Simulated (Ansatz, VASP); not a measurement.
**One calculation of LiNbO3, two programs**

```
CELL_PARAMETERS angstrom
2.67227 1.54284 4.39179
-2.67227 1.54284 4.39179
0.00000 -3.08567 4.39179
ATOMIC_POSITIONS crystal
Li 0.25000 0.25000 0.25000
Li 0.75000 0.75000 0.75000
Nb 0.00000 0.00000 0.00000
Nb 0.50000 0.50000 0.50000
O 0.14948 0.35052 0.75000
O 0.75000 0.14948 0.35052
O 0.35052 0.75000 0.14948
O 0.85052 0.64948 0.25000
O 0.25000 0.85052 0.64948
O 0.64948 0.25000 0.85052
```

Alike in both runs: task single point; functional PBE; k mesh 6 × 6 × 6; occupations gaussian, width 0.05 eV; no spin polarisation.

|  | VASP | Ansatz |
| --- | --- | --- |
| version | VASP 6.6.1 | Ansatz 0.2.0 |
| potentials or method | VASP PAW PBE potentials, release 64 (Li_sv, Nb_sv, O), cutoff 520 eV | scalar-relativistic, plane waves, PAW |
| valence electrons in the cell | 68 | 68 |

Ansatz gave:

* gap on the k mesh at the Fermi level (eV): 2.52
* least direct gap on the mesh (eV): 2.62
* rms of the force components (eV/Å): 0.232

Task: Which values does VASP return?

Result: gap on the k mesh at the Fermi level (eV): 2.50; least direct gap on the mesh (eV): 2.60; rms of the force components (eV/Å): 0.225.

Atom by atom the forces differ by 0.007 eV/Å (rms over components). The functional is the same, so the differences come from potentials, cutoffs and numerics.

Noted on VASP's run: the cutoff is short for stress, so the pressure is rough.
